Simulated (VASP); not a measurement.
Wanted: the native input for a VASP 6.6.1 run.

| Item | Value |
| --- | --- |
| Task | single point |
| Functional | LDA |
| Potentials or basis | VASP PAW LDA potentials, release 64 (Sc_sv, F) |
| Cutoff | 520 eV |
| k mesh | 6 × 6 × 6 |
| Occupations | gaussian, width 0.05 eV |
| Spin | no spin polarisation |
| Dipole correction | no |
| Further INCAR settings | ALGO = Normal; EDIFF = 1e-07; NBANDS = 24 |

The structure of ScF3 lies in POSCAR:

```
ScF3
1.0
    4.5040495781      0.0000000000      0.0000000000
    0.0000000000      4.5040495781      0.0000000000
    0.0000000000      0.0000000000      3.1843630517
Sc F
1 3
Direct
    0.0000000000      0.0000000000      0.0000000000
    0.5000000000      0.0000000000      0.0000000000
    0.0000000000      0.5000000000      0.0000000000
    0.0000000000      0.0000000000      0.5000000000
```

This cell differs from its parent crystal: ratio of the length along z to the lengths across it x 0.707, volume and fractional coordinates fixed.

One way to write it, as run:

INCAR

```
  ALGO = Normal
  EDIFF = 1E-7
  ENCUT = 520
  ISIF = 2
  ISMEAR = 0
  LASPH = T
  LCHARG = F
  LREAL = F
  LWAVE = F
  NBANDS = 24
  NELM = 60
  PREC = Accurate
  SIGMA = 0.05
```

KPOINTS

```
k-points
0
Gamma
  6 6 6
```

Potentials or basis: VASP PAW LDA potentials, release 64 (Sc_sv, F).

Launch:

```bash
$ cat potpaw_LDA.64/Sc_sv/POTCAR potpaw_LDA.64/F/POTCAR > POTCAR
$ mpirun -np 1 vasp_std > vasp.out
```

It gave:

```yaml
Pressure: 30.5 GPa
Band_gap_on_the_k_mesh: 4.92 eV, indirect (least direct gap 4.99 eV)
```

Wall time 29 s on 1 thread of Intel(R) Xeon(R) 6975P-C (Granite Rapids), on a shared host, peak memory 0.18 GiB.
